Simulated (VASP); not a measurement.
A run of VASP 6.6.1 is set up as follows.

The input INCAR:

```
ALGO = Normal ; EDIFF = 1E-8
ENCUT = 520 ; GGA = CA
ISIF = 2 ; ISMEAR = -1
LASPH = True ; LCHARG = False
LEFG = True ; LREAL = False
LWAVE = False ; NBANDS = 16
NELM = 100 ; PREC = Accurate
SIGMA = 0.03
```

File KPOINTS:

```
k-points
0
Gamma
  11 11 11
```

Contents of POSCAR:

```
HgTe
1.0
    0.0000000000      3.1799338486      3.1799338486
    3.1799338486      0.0000000000      3.1799338486
    3.1799338486      3.1799338486      0.0000000000
Hg Te
1 1
Direct
    0.0000000000      0.0000000000      0.0000000000
    0.7500000000      0.7500000000      0.7500000000
```

Potentials or basis: VASP PAW LDA potentials, release 64 (Hg, Te).

Run with:

```sh
$ cat potpaw_LDA.64/Hg/POTCAR potpaw_LDA.64/Te/POTCAR > POTCAR
$ mpirun -np 1 vasp_std > vasp.out
```

Question: Estimate the pressure.

Answer: 2.1 GPa.

Question: What does it give for the band gap on the k mesh?

Answer: Zero (filled and empty bands touch).

Caveat: without QUAD_EFG the Cq values of the log hold for a quadrupole moment of 1 mb, not for the nuclei; spin-orbit coupling is left out, which moves the levels of the heavy elements.
